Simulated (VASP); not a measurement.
# Se (P3_121) in VASP: further runs

Se is run at these levels: RPBE+D4, PBEsol-based global hybrid with 25 % exact exchange, RPBE; tasks: relaxation of cell and atoms, single point.

Everything below comes from runs of VASP 6.6.1. Logs are shortened: lines on timing, memory, paths and dates and some standing lists are left out, and cuts for length are marked.

### 1 The cell of the first run

Symmetry: P3_121, No. 152, trigonal system. Conventional cell: a = 4.366 Å, b = 4.366 Å, c = 4.954 Å, α = 90.00°, β = 90.00°, γ = 120.00°. Within 3.1 Å of Se (site symmetry 2) lie 2 Se at 2.37 Å.

### 2 Relaxation of cell and atoms, RPBE+D4

Contents of INCAR:

```
ALGO = Normal
EDIFF = 1E-6
EDIFFG = -0.01
ENCUT = 600
GGA = RP
IBRION = 2
ISIF = 3
ISMEAR = -1
IVDW = 13
LASPH = True
LCHARG = False
LREAL = False
LWAVE = False
NELM = 100
NSW = 60
PREC = Accurate
SIGMA = 0.05
```

Contents of KPOINTS:

```
k-points
0
Gamma
  7 7 6
```

Contents of POSCAR:

```
Se
1.0
    4.3662000000      0.0000000000      0.0000000000
   -2.1831000000      3.7812401180      0.0000000000
    0.0000000000      0.0000000000      4.9536000000
Se
3
Direct
    0.7746000000      0.7746000000      0.0000000000
    0.0000000000      0.2254000000      0.6666666667
    0.2254000000      0.0000000000      0.3333333333
```

Potentials or basis: VASP PAW PBE potentials, release 64 (Se).

Command:

```sh
$ cat potpaw_PBE.64/Se/POTCAR > POTCAR
$ mpirun -np 1 vasp_std > vasp.out
```

OUTCAR:

```text
EDIFF = 1E-6
   EDIFFG = -0.01
   ENCUT = 600
   GGA = RP
   IBRION = 2
   ISIF = 3
   ISMEAR = -1
   IVDW = 13
   LASPH = True
   LREAL = False
   NELM = 100
   NSW = 60
   PREC = Accurate

 ion  position               nearest neighbor table
   1  0.775  0.775  0.000-   2 2.37   3 2.37
   2  0.000  0.225  0.667-   1 2.37   3 2.37
   3  0.225  0.000  0.333-   1 2.37   2 2.37

  LATTYP: Found a hexagonal cell.
 ALAT       =     4.3662000000
 C/A-ratio  =     1.1345334616

  Lattice vectors:

 A1 = (   4.3662000000,   0.0000000000,   0.0000000000)
 A2 = (  -2.1831000000,   3.7812401180,   0.0000000000)
 A3 = (   0.0000000000,   0.0000000000,   4.9536000000)

Analysis of symmetry for initial positions (statically):
=====================================================================
 Subroutine PRICEL returns:
 Original cell was already a primitive cell.

 Routine SETGRP: Setting up the symmetry group for a
 hexagonal supercell.

 Subroutine GETGRP returns: Found  6 space group operations
 (whereof  2 operations were pure point group operations)
 out of a pool of 24 trial point group operations.

The static configuration has the point symmetry C_2 .
 The point group associated with its full space group is D_3 .

Analysis of symmetry for dynamics (positions and initial velocities):
=====================================================================
 Subroutine PRICEL returns:
 Original cell was already a primitive cell.

 Routine SETGRP: Setting up the symmetry group for a
 hexagonal supercell.

 Subroutine GETGRP returns: Found  6 space group operations
 (whereof  2 operations were pure point group operations)
 out of a pool of 24 trial point group operations.

The dynamic configuration has the point symmetry C_2 .
 The point group associated with its full space group is D_3 .

 Subroutine INISYM returns: Found  6 space group operations
 (whereof  2 operations are pure point group operations),
 and found     1 'primitive' translations

----------------------------------------------------------------------------------------

                                     Primitive cell

  volume of cell :      81.7822

  direct lattice vectors                    reciprocal lattice vectors
     4.366200000  0.000000000  0.000000000     0.229032110  0.132231751  0.000000000
    -2.183100000  3.781240118  0.000000000     0.000000000  0.264463501  0.000000000
     0.000000000  0.000000000  4.953600000     0.000000000  0.000000000  0.201873385

  length of vectors
     4.366200000  4.366200000  4.953600000     0.264463501  0.264463501  0.201873385

  position of ions in fractional coordinates (direct lattice)
     0.774600000  0.774600000  0.000000000
     0.000000000  0.225400000  0.666666667
     0.225400000  0.000000000  0.333333333

  ion indices of the primitive-cell ions
   primitive index   ion index
                 1           1
                 2           2
                 3           3

----------------------------------------------------------------------------------------

 KPOINTS: k-points

Automatic generation of k-mesh.
 Grid dimensions read from file:
 generate k-points for:    7    7    6

 Generating k-lattice:

  Cartesian coordinates                     Fractional coordinates (reciprocal lattice)
     0.032718873  0.018890250  0.000000000     0.142857143  0.000000000  0.000000000
     0.000000000  0.037780500  0.000000000     0.000000000  0.142857143  0.000000000
     0.000000000  0.000000000  0.033645564     0.000000000  0.000000000  0.166666667

  Length of vectors
     0.037780500  0.037780500  0.033645564

  Shift w.r.t. Gamma in fractional coordinates (k-lattice)
     0.000000000  0.000000000  0.000000000

 Subroutine IBZKPT returns following result:
 ===========================================

 Found     40 irreducible k-points:

 Following reciprocal coordinates:
            Coordinates               Weight
  0.000000  0.000000  0.000000      1.000000
  0.142857  0.000000  0.000000      6.000000
  0.285714 -0.000000  0.000000      6.000000
  0.428571  0.000000  0.000000      6.000000
  0.142857  0.142857  0.000000      6.000000
  0.285714  0.142857  0.000000     12.000000
[... 16 lines left out ...]
  0.000000  0.142857  0.333333      6.000000
  0.285714 -0.000000  0.333333      6.000000
 [... further k-points ...]
   k-points           NKPTS =     40   k-points in BZ     NKDIM =     40   number of bands    NBANDS=     13
   number of dos      NEDOS =    301   number of ions     NIONS =      3
   total plane-waves  NPLWV =  51840
   dimension x,y,z NGX =    36 NGY =   36 NGZ =   40
   dimension x,y,z NGXF=    72 NGYF=   72 NGZF=   80
   ions per type =               3
   NGX,Y,Z   is equivalent  to a cutoff of  13.71, 13.71, 13.42 a.u.
   NGXF,Y,Z  is equivalent  to a cutoff of  27.41, 27.41, 26.85 a.u.
 SYSTEM =  unknown system
   PREC   = accura    normal or accurate (medium, high low for compatibility)
   ISTART =      0    job   : 0-new  1-cont  2-samecut
   ICHARG =      2    charge: 1-file 2-atom 10-const
   ISPIN  =      1    spin polarized calculation?
   LNONCOLLINEAR =      F non collinear calculations
   LSORBIT =      F    spin-orbit coupling
   LASPH  =      T    aspherical Exc in radial PAW
   ENCUT  =  600.0 eV  44.10 Ry    6.64 a.u.   8.72  8.72  9.89*2*pi/ulx,y,z
   NELM   =    100;   NELMIN=  2; NELMDL= -5     # of ELM steps
   EDIFF  = 0.1E-05   stopping-criterion for ELM
   LREAL  =      F    real-space projection
   EDIFFG = -.1E-01   stopping-criterion for IOM
   NSW    =     60    number of steps for IOM
   IBRION =      2    ionic relax: 0-MD 1-quasi-New 2-CG
   NFREE  =      1    steps in history (QN), initial steepest desc. (CG)
   ISIF   =      3    stress and relaxation
   ISYM   =      2    0-nonsym 1-usesym 2-fastsym
   POTIM  = 0.5000    time-step for ionic-motion
   TEBEG  =    0.0;   TEEND  =   0.0 temperature during run
   PSTRESS=    0.0 pullay stress
   NELECT =      18.0000    total number of electrons
   NUPDOWN=      -1.0000    fix difference up-down
   EMIN   =  10.00;   EMAX   =-10.00  energy-range for DOS
   EFERMI =   0.00;   METHOD = LEGACY
   ISMEAR =    -1;   SIGMA  =   0.05  broadening in eV -4-tet -1-fermi 0-gaus
   EFERMI_NEDOS =   21; number of points for ismear=-14 and -15
   IALGO  =     38    algorithm
   IMIX   =      4    mixing-type and parameters
     AMIX     =   0.40;   BMIX     =  1.00
     AMIX_MAG =   1.60;   BMIX_MAG =  1.00
  volume/ion in A,a.u.               =      27.26       183.96
  Fermi-wavevector in a.u.,A,eV,Ry     =   0.988430  1.867862 13.292817  0.976995
  Thomas-Fermi vector in A             =   2.119956
   LORBIT       =      0    0 simple, 1 ext, 2 COOP (PROOUT), +10 PAW based schemes
   GGA     = RP    functional components
   LHFCALC =     F    Hartree Fock is set to
   AEXX    =    0.0000 exact exchange contribution
   IVDW    =    13    specifies the selected vdW correction
   LEPSILON=     F    determine dielectric tensor
   LRPA    =     F    only Hartree local field effects (RPA)
 conjugate gradient relaxation of ions
 non-spin polarized calculation
  energy-cutoff  :      600.00
  volume of cell :       81.78
 maximum number of plane-waves:      2756
 NGX is ok and might be reduce to    36
   NGX = 17   NGY = 17   NGZ = 19

--------------------------------------- Ionic step        1  -------------------------------------------

 number of electron      18.0000000 magnetization

 Free energy of the ion-electron system (eV)
  ---------------------------------------------------
  ext. energy  EPLUGINS =         0.00000000
  ---------------------------------------------------
  free energy    TOTEN  =        -9.48617614 eV

  energy without entropy =       -9.48617591  energy(sigma->0) =       -9.48617603

------------------------ aborting loop because EDIFF is reached ----------------------------------------

  DFT-D4 for vdW energy calculation

  Edisp (eV):   -2.01938
[... 108 lines left out ...]
  FREE ENERGIE OF THE ION-ELECTRON SYSTEM (eV)
  ---------------------------------------------------
  free  energy   TOTEN  =       -11.5429689670 eV

  energy  without entropy=      -11.5429681154  energy(sigma->0) =      -11.54296854

 E-fermi :   6.6470     XC(G=0): -10.4349

 val. band max:        6.3605134888   @ k =   0.2857   0.2857   0.5000
 cond. band min:       6.8028136642   @ k =   0.0000   0.0000   0.5000
 fundamental gap:      0.4423001754
 Fermi energy:         6.6469728932

 k-point     1 :       0.0000    0.0000    0.0000
  band No.  band energies     occupation
      1     -10.9970      2.00000
      2      -6.2395      2.00000
      3      -6.2395      2.00000
      4       2.6001      2.00000
      5       3.2791      2.00000
      6       3.2791      2.00000
      7       4.2469      2.00000
      8       4.2469      2.00000
      9       5.0547      2.00000
     10       7.9104      0.00000
     11       7.9104      0.00000
     12       8.7434      0.00000
     13      12.6229      0.00000
[... 354 lines left out ...]
  band No.  band energies     occupation
      1      -9.6367      2.00000
      2      -8.0843      2.00000
      3      -4.9097      2.00000
      4       0.6267      2.00000
      5       1.6634      2.00000
      6       2.2386      2.00000
      7       2.8260      2.00000
      8       3.5815      2.00000
      9       4.1469      2.00000
     10       8.7081      0.00000
     11       9.4253      0.00000
     12      10.3034      0.00000
     13      12.3150      0.00000

 [... further k-points ...]

[... ionic steps 4 to 20 ...]

--------------------------------------- Ionic step       21  -------------------------------------------

 number of electron      18.0000000 magnetization

------------------------ aborting loop because EDIFF is reached ----------------------------------------
[... 77 lines left out ...]
--------------------------------------- Ionic step       23  -------------------------------------------

 number of electron      18.0000000 magnetization

 Free energy of the ion-electron system (eV)
  ---------------------------------------------------
  ext. energy  EPLUGINS =         0.00000000
  ---------------------------------------------------
  free energy    TOTEN  =        -9.17143970 eV

  energy without entropy =       -9.17143080  energy(sigma->0) =       -9.17143525

 E-fermi :   4.8868     XC(G=0):  -9.6568

 val. band max:        4.4447725024   @ k =   0.4286   0.1429   0.5000
 cond. band min:       5.3173665453   @ k =   0.0000   0.0000   0.5000
 fundamental gap:      0.8725940429
 Fermi energy:         4.8867511161

 k-point     1 :       0.0000    0.0000    0.0000
  band No.  band energies     occupation
      1     -11.7258      2.00000
      2      -7.5758      2.00000
      3      -7.5758      2.00000
      4       0.9241      2.00000
      5       1.2536      2.00000
      6       1.2536      2.00000
      7       2.6436      2.00000
      8       2.6436      2.00000
      9       3.8206      2.00000
     10       5.9106      0.00000
     11       5.9106      0.00000
     12       6.6685      0.00000
     13      10.9340      0.00000
[... 354 lines left out ...]
  band No.  band energies     occupation
      1     -10.6710      2.00000
      2      -9.3270      2.00000
      3      -6.3746      2.00000
      4      -0.7335      2.00000
      5       0.1444      2.00000
      6       0.8735      2.00000
      7       1.7074      2.00000
      8       2.2594      2.00000
      9       2.9909      2.00000
     10       6.4098      0.00000
     11       7.1424      0.00000
     12       7.8831      0.00000
     13      10.7438      0.00000

 [... further k-points ...]

------------------------ aborting loop because EDIFF is reached ----------------------------------------

  DFT-D4 for vdW energy calculation

  Edisp (eV):   -2.51889
[... 26 lines left out ...]
  FREE ENERGIE OF THE ION-ELECTRON SYSTEM (eV)
  ---------------------------------------------------
  free  energy   TOTEN  =       -11.6903269969 eV

  energy  without entropy=      -11.6903180975  energy(sigma->0) =      -11.69032255

 reached required accuracy - stopping structural energy minimisation
```

Run time: 9.9 min. Hardware: 1 thread of Intel Xeon Platinum 8488C (Sapphire Rapids), shared host; peak memory 0.25 GiB.

Results:

* Free energy: -11.6903 eV
* Relaxed volume: 22.90 Å³/atom
* Relaxed cell: a = 3.916 Å, b = 3.916 Å, c = 5.172 Å, α = 90.00°, β = 90.00°, γ = 120.00°
* Space group after relaxing (to 0.1 Å): P3_121 (No. 152)
* Energy gained by relaxing: 61.6 meV/atom
* Ionic steps: 23
* Pressure after relaxing: 0.0 GPa
* Largest force after relaxing: 0.008 eV/Å
* Band gap on the k mesh: 0.87 eV (least direct gap 1.03 eV)
* Dispersion energy per atom: -0.840 eV

Forces on the atoms (eV/Å):
```
Se  -0.004 -0.007  0.000
Se  -0.004  0.007  0.000
Se   0.008  0.000  0.000
```

The path:
| step | energy change (eV) | largest force (eV/Å) | pressure (GPa) | volume (Å³) |
| --- | --- | --- | --- | --- |
| 1 | 0.0000 | 0.5212 | -0.09 | 81.78 |
| 2 | -0.0323 | 0.1259 | -1.76 | 81.60 |
| 3 | -0.0374 | 0.1042 | -2.81 | 81.46 |
| 4 | -0.0550 | 0.1014 | -2.73 | 80.36 |
| 5 | -0.1038 | 0.0840 | -2.28 | 77.12 |
| 6 | -0.1687 | 0.0235 | -0.39 | 70.84 |
| 7 | 0.0463 | 0.0600 | 10.04 | 59.08 |
| 8 | -0.1725 | 0.0750 | 0.59 | 69.61 |
| 9 | -0.1731 | 0.0799 | 1.02 | 68.78 |
| 10 | -0.1795 | 0.0274 | 0.53 | 68.26 |
| 11 | -0.1792 | 0.1268 | 0.09 | 67.67 |
| 12 | -0.1803 | 0.0790 | 0.30 | 67.97 |
| 13 | -0.1821 | 0.0722 | 0.07 | 68.30 |
| 14 | -0.1834 | 0.0642 | -0.20 | 68.71 |
| 15 | -0.1831 | 0.0471 | -0.70 | 69.54 |
| 16 | -0.1837 | 0.0575 | -0.40 | 69.04 |
| 17 | -0.1846 | 0.0191 | 0.05 | 68.81 |
| 18 | -0.1846 | 0.0104 | 0.00 | 68.83 |
| 19 | -0.1846 | 0.0087 | 0.00 | 68.84 |
| 20 | -0.1846 | 0.0072 | -0.01 | 68.84 |
| 21 | -0.1847 | 0.0060 | -0.04 | 68.83 |
| 22 | -0.1847 | 0.0017 | -0.10 | 68.78 |
| 23 | -0.1848 | 0.0080 | -0.03 | 68.69 |

Final structure:
```
Se
1.0
     3.91620    0.00000    0.00000
    -1.95810    3.39153    0.00000
     0.00000    0.00000    5.17171
Se
3
Direct
  0.74095 0.74095 0.00000
  0.00000 0.25905 0.66667
  0.25905 0.00000 0.33333
```

Caveat: the volume moved by over 15 % at a fixed basis, so the end points are rough; the PAW data sets were made with another functional, which shifts forces and pressure a little; an odd mesh through Γ misses points on the zone boundary, where band edges can lie.

(Part 1 of 2 ends here.)
